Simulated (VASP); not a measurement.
# B15HN16 (a cell with a defect) in VASP: relaxation of the atoms with PBE

Aim: the relaxation of the atoms of B15HN16 (a cell with a defect) with PBE.

Program: VASP 6.6.1. These are calculated values, not measurements. Logs are shortened: lines on timing, memory, paths and dates and some standing lists are left out, and cuts for length are marked.

**1. The cell of the first run**

The cell holds a defect, 32 atoms: a = 6.277 Å, b = 6.277 Å, c = 6.277 Å, α = 109.47°, β = 109.47°, γ = 109.47°.

**2. Relaxation of the atoms, PBE, collinear spin**

INCAR

```
ALGO = Normal
EDIFF = 1E-7
EDIFFG = -0.03
ENCUT = 520
GGA = PE
IBRION = 2
ISIF = 2
ISMEAR = 0
ISPIN = 2
LASPH = True
LCHARG = False
LORBIT = 11
LREAL = Auto
LWAVE = False
MAGMOM = 0 0 0 0 0 0 0 0 0 0 0 0 0 0 0 0 0.03 0.02 0.02 0.02 0.17 0.15 0.03 0.02 0.16 0.02 0 0.03 0.02 0 0 0
NELECT = 127.0
NELM = 150
NSW = 100
NUPDOWN = 1.0
PREC = Accurate
SIGMA = 0.01
```

KPOINTS

```
Automatic mesh
0
Gamma
  1 1 1
  0.25 0.25 0.25
```

POSCAR

```
B15HN16
1.0
   -3.6241103800      3.6241103800     -3.6241103800
    3.6241103800      3.6241103800      3.6241103800
    3.6241103800     -3.6241103800     -3.6241103800
B N H
15 16 1
Direct
    0.0000000000      0.0000000000      0.0000000000
    0.0000000000      0.2500000000      0.7500000000
    0.0000000000      0.5000000000      0.5000000000
    0.0000000000      0.7500000000      0.2500000000
    0.2500000000      0.0000000000      0.7500000000
    0.2500000000      0.5000000000      0.2500000000
    0.2500000000      0.7500000000      0.0000000000
    0.5000000000      0.0000000000      0.5000000000
    0.5000000000      0.2500000000      0.2500000000
    0.5000000000      0.5000000000      0.0000000000
    0.5000000000      0.7500000000      0.7500000000
    0.7500000000      0.0000000000      0.2500000000
    0.7500000000      0.2500000000      0.0000000000
    0.7500000000      0.5000000000      0.7500000000
    0.7500000000      0.7500000000      0.5000000000
    0.0000000000      0.0000000000      0.2500000000
    0.0000000000      0.2500000000      0.0000000000
    0.0000000000      0.5000000000      0.7500000000
    0.0000000000      0.7500000000      0.5000000000
    0.2500000000      0.0000000000      0.0000000000
    0.2500000000      0.2500000000      0.7500000000
    0.2500000000      0.5000000000      0.5000000000
    0.2500000000      0.7500000000      0.2500000000
    0.5000000000      0.0000000000      0.7500000000
    0.5000000000      0.2500000000      0.5000000000
    0.5000000000      0.5000000000      0.2500000000
    0.5000000000      0.7500000000      0.0000000000
    0.7500000000      0.0000000000      0.5000000000
    0.7500000000      0.2500000000      0.2500000000
    0.7500000000      0.5000000000      0.0000000000
    0.7500000000      0.7500000000      0.7500000000
    0.1640020000      0.1640020000      0.4140020000
```

Potentials or basis: VASP PAW PBE potentials, release 64 (B, N, H).

Run with:

```console
$ cat potpaw_PBE.64/B/POTCAR potpaw_PBE.64/N/POTCAR potpaw_PBE.64/H/POTCAR > POTCAR
$ mpirun -np 1 vasp_std > vasp.out
```

OUTCAR:

```text
EDIFF = 1E-7
   EDIFFG = -0.03
   ENCUT = 520
   GGA = PE
   IBRION = 2
   ISIF = 2
   ISMEAR = 0
   ISPIN = 2
   LASPH = True
   LORBIT = 11
   LREAL = Auto
   NELECT = 127.0
   NELM = 150
   NSW = 100
   NUPDOWN = 1.0
   PREC = Accurate

 ion  position               nearest neighbor table
   1  0.000  0.000  0.000-  16 1.57  17 1.57  20 1.57  31 1.57
   2  0.000  0.250  0.750-  17 1.57  18 1.57  21 1.57  28 1.57
   3  0.000  0.500  0.500-  18 1.57  19 1.57  22 1.57  29 1.57
   4  0.000  0.750  0.250-  16 1.57  19 1.57  23 1.57  30 1.57
   5  0.250  0.000  0.750-  19 1.57  20 1.57  21 1.57  24 1.57
   6  0.250  0.500  0.250-  17 1.57  22 1.57  23 1.57  26 1.57
[... 12 lines left out ...]
  19  0.000  0.750  0.500-   3 1.57   4 1.57   5 1.57  15 1.57
  20  0.250  0.000  0.000-   1 1.57   5 1.57   7 1.57   9 1.57
  21  0.250  0.250  0.750-   2 1.57   5 1.57  10 1.57
  22  0.250  0.500  0.500-   3 1.57   6 1.57  11 1.57
  23  0.250  0.750  0.250-   4 1.57   6 1.57   7 1.57   8 1.57
  24  0.500  0.000  0.750-   5 1.57   8 1.57  11 1.57  13 1.57
  25  0.500  0.250  0.500-   8 1.57   9 1.57  14 1.57
  26  0.500  0.500  0.250-   6 1.57   9 1.57  10 1.57  15 1.57
  27  0.500  0.750  0.000-   7 1.57  10 1.57  11 1.57  12 1.57
  28  0.750  0.000  0.500-   2 1.57   8 1.57  12 1.57  15 1.57
  29  0.750  0.250  0.250-   3 1.57   9 1.57  12 1.57  13 1.57
  30  0.750  0.500  0.000-   4 1.57  10 1.57  13 1.57  14 1.57
  31  0.750  0.750  0.750-   1 1.57  11 1.57  14 1.57  15 1.57
  32  0.164  0.164  0.414-  16 1.03

  LATTYP: Found a body centered cubic cell.
 ALAT       =     7.2482207600

  Lattice vectors:

 A1 = (  -3.6241103800,   3.6241103800,  -3.6241103800)
 A2 = (   3.6241103800,   3.6241103800,   3.6241103800)
 A3 = (   3.6241103800,  -3.6241103800,  -3.6241103800)

Analysis of symmetry for initial positions (statically):
=====================================================================
 Subroutine PRICEL returns:
 Original cell was already a primitive cell.

 Routine SETGRP: Setting up the symmetry group for a
 body centered cubic supercell.

 Subroutine GETGRP returns: Found  6 space group operations
 (whereof  2 operations were pure point group operations)
 out of a pool of 48 trial point group operations.

The static configuration has the point symmetry C_1h.
 The point group associated with its full space group is C_3v.

Analysis of symmetry for dynamics (positions and initial velocities):
=====================================================================
 Subroutine PRICEL returns:
 Original cell was already a primitive cell.

 Routine SETGRP: Setting up the symmetry group for a
 body centered cubic supercell.

 Subroutine GETGRP returns: Found  6 space group operations
 (whereof  2 operations were pure point group operations)
 out of a pool of 48 trial point group operations.

The dynamic configuration has the point symmetry C_1h.
 The point group associated with its full space group is C_3v.

Analysis of structural, dynamic, and magnetic symmetry:
=====================================================================
 Subroutine PRICEL returns:
 Original cell was already a primitive cell.

 Routine SETGRP: Setting up the symmetry group for a
 body centered cubic supercell.

 Subroutine GETGRP returns: Found  1 space group operations
 (whereof  1 operations were pure point group operations)
 out of a pool of 48 trial point group operations.

The overall configuration has the point symmetry C_1 .

 Subroutine INISYM returns: Found  1 space group operations
 (whereof  1 operations are pure point group operations),
 and found     1 'primitive' translations

----------------------------------------------------------------------------------------

                                     Primitive cell

  volume of cell :     190.3988

  direct lattice vectors                    reciprocal lattice vectors
    -3.624110380  3.624110380 -3.624110380     0.000000000  0.137964893 -0.137964893
     3.624110380  3.624110380  3.624110380     0.137964893  0.137964893  0.000000000
     3.624110380 -3.624110380 -3.624110380     0.137964893  0.000000000 -0.137964893

  length of vectors
     6.277143310  6.277143310  6.277143310     0.195111823  0.195111823  0.195111823

  position of ions in fractional coordinates (direct lattice)
     0.000000000  0.000000000  0.000000000
     0.000000000  0.250000000  0.750000000
     0.000000000  0.500000000  0.500000000
     0.000000000  0.750000000  0.250000000
     0.250000000  0.000000000  0.750000000
     0.250000000  0.500000000  0.250000000
[... 24 lines left out ...]
     0.750000000  0.750000000  0.750000000
     0.164002000  0.164002000  0.414002000

  ion indices of the primitive-cell ions
[... 78 lines left out ...]
   LASPH  =      T    aspherical Exc in radial PAW
   ENCUT  =  520.0 eV  38.22 Ry    6.18 a.u.  11.67 11.67 11.67*2*pi/ulx,y,z
   NELM   =    150;   NELMIN=  2; NELMDL= -5     # of ELM steps
   EDIFF  = 0.1E-06   stopping-criterion for ELM
   LREAL  =      T    real-space projection
   EDIFFG = -.3E-01   stopping-criterion for IOM
   NSW    =    100    number of steps for IOM
   IBRION =      2    ionic relax: 0-MD 1-quasi-New 2-CG
   NFREE  =      1    steps in history (QN), initial steepest desc. (CG)
   ISIF   =      2    stress and relaxation
   ISYM   =      2    0-nonsym 1-usesym 2-fastsym
   POTIM  = 0.5000    time-step for ionic-motion
   TEBEG  =    0.0;   TEEND  =   0.0 temperature during run
   PSTRESS=    0.0 pullay stress
   NELECT =     127.0000    total number of electrons
   NUPDOWN=       1.0000    fix difference up-down
   EMIN   =  10.00;   EMAX   =-10.00  energy-range for DOS
   EFERMI =   0.00;   METHOD = LEGACY
   ISMEAR =     0;   SIGMA  =   0.01  broadening in eV -4-tet -1-fermi 0-gaus
   EFERMI_NEDOS =   21; number of points for ismear=-14 and -15
   IALGO  =     38    algorithm
   IMIX   =      4    mixing-type and parameters
     AMIX     =   0.40;   BMIX     =  1.00
     AMIX_MAG =   1.60;   BMIX_MAG =  1.00
  volume/ion in A,a.u.               =       5.95        40.15
  Fermi-wavevector in a.u.,A,eV,Ry     =   1.430391  2.703046 27.837756  2.046017
  Thomas-Fermi vector in A             =   2.550241
   LORBIT       =     11    0 simple, 1 ext, 2 COOP (PROOUT), +10 PAW based schemes
   GGA     = PE    functional components
   LHFCALC =     F    Hartree Fock is set to
   AEXX    =    0.0000 exact exchange contribution
   IVDW    =     0    specifies the selected vdW correction
   LEPSILON=     F    determine dielectric tensor
   LRPA    =     F    only Hartree local field effects (RPA)
 conjugate gradient relaxation of ions
 spin polarized calculation
 Gauss-broadening in eV      SIGMA  =   0.01
  energy-cutoff  :      520.00
  volume of cell :      190.40
 maximum number of plane-waves:      5072
 NGX is ok and might be reduce to    48
   NGX = 23   NGY = 23   NGZ = 23

--------------------------------------- Ionic step        1  -------------------------------------------

 number of electron     127.0000038 magnetization       1.0000001

 Free energy of the ion-electron system (eV)
  ---------------------------------------------------
  ext. energy  EPLUGINS =         0.00000000
  ---------------------------------------------------
  free energy    TOTEN  =      -260.36917279 eV

  energy without entropy =     -260.36353092  energy(sigma->0) =     -260.36635186

------------------------ aborting loop because EDIFF is reached ----------------------------------------

  FORCE on cell =-STRESS in cart. coord.  units (eV):
  Direction    XX          YY          ZZ          XY          YZ          ZX
  --------------------------------------------------------------------------------------
  -------------------------------------------------------------------------------------
  Total       14.0002188     13.9950985     13.9897948     -0.1091274      0.1002790      0.1046661
  in kB      117.8097311    117.7666441    117.7220143     -0.9182906      0.8438330      0.8807493
  external PRESSURE =     117.7661298 kB  Pullay stress =       0.0000000 kB
[... 179 lines left out ...]
  FREE ENERGIE OF THE ION-ELECTRON SYSTEM (eV)
  ---------------------------------------------------
  free  energy   TOTEN  =      -261.1577068519 eV

  energy  without entropy=     -261.1520649846  energy(sigma->0) =     -261.15488592

[... ionic steps 4 to 12 ...]

--------------------------------------- Ionic step       13  -------------------------------------------

 number of electron     127.0000017 magnetization       1.0000000

------------------------ aborting loop because EDIFF is reached ----------------------------------------
[... 127 lines left out ...]
--------------------------------------- Ionic step       15  -------------------------------------------

 number of electron     127.0000017 magnetization       1.0000000

 Free energy of the ion-electron system (eV)
  ---------------------------------------------------
  ext. energy  EPLUGINS =         0.00000000
  ---------------------------------------------------
  free energy    TOTEN  =      -261.41117433 eV

  energy without entropy =     -261.40553337  energy(sigma->0) =     -261.40835385

 E-fermi :   7.9003     XC(G=0): -12.6851

 val. band max:        7.9001289410   @ k =   0.2500   0.2500   0.2500
 cond. band min:       7.9003854794   @ k =   0.2500   0.2500   0.2500
 fundamental gap:      0.0002565384
 Fermi energy:         7.4565167413

 spin component 1

 k-point     1 :       0.2500    0.2500    0.2500
  band No.  band energies     occupation
      1     -11.9465      1.00000
      2     -11.7919      1.00000
      3     -11.7918      1.00000
      4     -11.3388      1.00000
      5      -9.0999      1.00000
      6      -8.7060      1.00000
[... 67 lines left out ...]
     74      15.0841      0.00000
     75      15.0881      0.00000
 Fermi energy:         7.9002572102

 spin component 2

 k-point     1 :       0.2500    0.2500    0.2500
  band No.  band energies     occupation
      1     -11.9282      1.00000
      2     -11.7468      1.00000
      3     -11.7467      1.00000
      4     -11.2630      1.00000
      5      -9.0651      1.00000
      6      -8.6743      1.00000
[... 67 lines left out ...]
     74      15.0968      0.00000
     75      15.1144      0.00000
 [bands above 75 left out]

------------------------ aborting loop because EDIFF is reached ----------------------------------------

  FORCE on cell =-STRESS in cart. coord.  units (eV):
  Direction    XX          YY          ZZ          XY          YZ          ZX
  --------------------------------------------------------------------------------------
  -------------------------------------------------------------------------------------
  Total       18.2225357     18.2155889     18.2189043     -0.2118772      0.2094720      0.2140858
  in kB      153.3398913    153.2814349    153.3093334     -1.7829146      1.7626752      1.8014998
  external PRESSURE =     153.3102199 kB  Pullay stress =       0.0000000 kB
[... 47 lines left out ...]
  FREE ENERGIE OF THE ION-ELECTRON SYSTEM (eV)
  ---------------------------------------------------
  free  energy   TOTEN  =      -261.4111743328 eV

  energy  without entropy=     -261.4055333652  energy(sigma->0) =     -261.40835385

 reached required accuracy - stopping structural energy minimisation

 total charge

# of ion       s       p       d       tot
------------------------------------------
    1        0.679   1.384   0.000   2.063
    2        0.678   1.380   0.000   2.058
    3        0.678   1.380   0.000   2.058
    4        0.679   1.384   0.000   2.063
    5        0.678   1.380   0.000   2.058
    6        0.678   1.380   0.000   2.058
[... 24 lines left out ...]
   31        1.211   2.772   0.000   3.984
   32        0.604   0.098   0.000   0.702
--------------------------------------------------
tot         30.248  65.141   0.000  95.390

 magnetization (x)

# of ion       s       p       d       tot
------------------------------------------
    1       -0.000  -0.000   0.000  -0.000
    2       -0.001  -0.002   0.000  -0.004
    3       -0.001  -0.002   0.000  -0.004
    4       -0.000  -0.000   0.000  -0.000
    5       -0.001  -0.002   0.000  -0.004
    6       -0.001  -0.002   0.000  -0.004
[... 24 lines left out ...]
   31        0.000   0.005   0.000   0.005
   32       -0.000  -0.000   0.000  -0.000
--------------------------------------------------
tot          0.023   0.731   0.000   0.755
```

Wall time 46 min (1 thread of Intel Xeon 8259CL, shared host); peak memory 0.42 GiB.

Results:

- Free energy: -261.4112 eV
- Energy gained by relaxing: 32.6 meV/atom
- Ionic steps: 15
- Largest force after relaxing: 0.023 eV/Å
- Net moment: 1.00 μB per cell
- Site moments: B -0.00, +0.00, -0.01 (each value once); N +0.01, +0.03, +0.02, +0.18 (each value once); H -0.00 μB
- Valence electrons inside the program's atomic spheres: B 2.06, 2.08 (each value once); N 4.06, 3.97, 3.98 (each value once); H 0.70

Forces in eV/Å, atoms in the order of the input:
```
B   -0.014 -0.005  0.014
B    0.001  0.000 -0.003
B    0.001  0.000  0.000
B   -0.014 -0.014  0.005
B    0.002  0.001  0.000
B    0.001  0.001  0.000
B    0.007  0.003 -0.003
B    0.000  0.001 -0.001
B    0.000  0.001  0.000
B   -0.003 -0.004  0.003
B   -0.003 -0.002  0.003
B   -0.005 -0.014  0.014
B    0.003  0.003 -0.007
B   -0.003 -0.003  0.002
B    0.003  0.007 -0.003
N    0.013  0.014 -0.013
N   -0.008  0.001 -0.007
N    0.006 -0.001  0.001
N   -0.009  0.007 -0.002
N    0.007  0.002  0.009
N    0.003  0.008 -0.002
N    0.002  0.003 -0.008
N    0.007 -0.008 -0.001
N   -0.001 -0.001 -0.006
N    0.008  0.003 -0.003
N   -0.001  0.006  0.001
N    0.005 -0.006  0.006
N    0.001  0.008  0.008
N    0.002 -0.009 -0.007
N   -0.006 -0.006 -0.005
N   -0.006  0.005  0.006
H   -0.001 -0.001  0.001
```

Step by step:
| step | energy change (eV) | largest force (eV/Å) | pressure (GPa) |
| --- | --- | --- | --- |
| 1 | 0.0000 | 3.4580 | 11.78 |
| 2 | 0.0127 | 4.7875 | 16.31 |
| 3 | -0.7885 | 1.8021 | 13.16 |
| 4 | -0.9213 | 2.8590 | 15.54 |
| 5 | -0.9763 | 1.0786 | 14.63 |
| 6 | -1.0265 | 0.4537 | 15.14 |
| 7 | -1.0281 | 0.4066 | 15.06 |
| 8 | -1.0365 | 0.2818 | 15.44 |
| 9 | -1.0392 | 0.1662 | 15.30 |
| 10 | -1.0410 | 0.1271 | 15.32 |
| 11 | -1.0410 | 0.1323 | 15.32 |
| 12 | -1.0418 | 0.1063 | 15.34 |
| 13 | -1.0418 | 0.0651 | 15.34 |
| 14 | -1.0420 | 0.0610 | 15.33 |
| 15 | -1.0420 | 0.0233 | 15.33 |

Final structure:
```
B N H
1.0
    -3.62411    3.62411   -3.62411
     3.62411    3.62411    3.62411
     3.62411   -3.62411   -3.62411
B N H
15 16 1
Direct
  0.99735 0.99735 0.99643
  0.00539 0.25112 0.75160
  0.00539 0.50159 0.50111
  0.99736 0.74643 0.24735
  0.25111 0.00538 0.75158
  0.25112 0.50160 0.25540
  0.25025 0.74993 0.99993
  0.50161 0.00540 0.50112
  0.50159 0.25111 0.25540
  0.49575 0.49576 0.99738
  0.49575 0.74737 0.74574
  0.74644 0.99736 0.24736
  0.74993 0.25025 0.99993
  0.74737 0.49574 0.74574
  0.74993 0.74993 0.50025
  0.98399 0.98399 0.23399
  0.99883 0.25006 0.00274
  0.00496 0.50218 0.75219
  0.99883 0.75273 0.50005
  0.25005 0.99883 0.00273
  0.25100 0.25100 0.77349
  0.25100 0.52348 0.50100
  0.25005 0.75274 0.24883
  0.50219 0.00496 0.75218
  0.52348 0.25099 0.50100
  0.50218 0.50218 0.25496
  0.49819 0.74916 0.99916
  0.75274 0.99882 0.50005
  0.75273 0.25005 0.24883
  0.74916 0.49819 0.99916
  0.74916 0.74916 0.74819
  0.14913 0.14912 0.39912
```

Caveat: the k points lie up to 1.23 Å⁻¹ apart, too coarse for converged energies, forces and pressures; the cell carries a net charge on a neutralising background, which shifts energy and pressure; the cell is charged against a uniform background, so pressure and absolute levels hang on convention; the total moment is fixed, so each spin has its own Fermi level and the state may be an excited one.
